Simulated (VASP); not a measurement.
Runs of VASP 6.6.1 on HfB2. The structure is that of space group P6/mmm (No. 191), or close to it. The cells are those of the table. 

| level | spin | cell | k mesh | cutoff (eV) | smearing | gap on the mesh (eV) | pressure (GPa) |
| --- | --- | --- | --- | --- | --- | --- | --- |
| PBE | non-collinear, zero start, SOC | a = 3.133, b = 3.133, c = 3.479 Å, angles 90.0, 90.0, 120.0°, 3 atoms | 3 × 3 × 2, shifted | 500 | gaussian 0.1 eV | - | 3.6 |
| PBE | off | a = 3.253, b = 3.253, c = 3.613 Å, angles 90.0, 90.0, 120.0°, 3 atoms | 3 × 3 × 4, shifted | 500 | gaussian 0.1 eV | 0.26 | (a) |
| PBE | off | a = 3.133, b = 3.133, c = 3.479 Å, angles 90.0, 90.0, 120.0°, 3 atoms | 4 × 4 × 3, shifted | 520 | gaussian 0.1 eV | none | 2.3 |
| BLYP | off | a = 3.133, b = 3.133, c = 3.479 Å, angles 90.0, 90.0, 120.0°, 3 atoms | 6 × 6 × 4 | 500 | gaussian 0.1 eV | none | (b) |
| PBE | off | a = 3.133, b = 3.133, c = 3.479 Å, angles 90.0, 90.0, 120.0°, 3 atoms | 2 × 2 × 2 | 500 | fermi-dirac 0.025852 eV | none | 2.4 |

Alike in all rows: task single point; potentials or basis VASP PAW PBE potentials, release 64 (Hf_pv, B).

Estimate the missing entries.

(a) -21.3; (b) 9.6.

Caveats: all runs use coarse meshes; spin-orbit coupling is left out, which moves the levels of the heavy elements (some runs); the PAW data sets were made with another functional, which shifts forces and pressure a little (some runs).

A k mesh can miss the band edges, and rows without SOC leave out spin-orbit coupling on Hf.

A gap of «none» marks levels without a gap at the run's occupations.
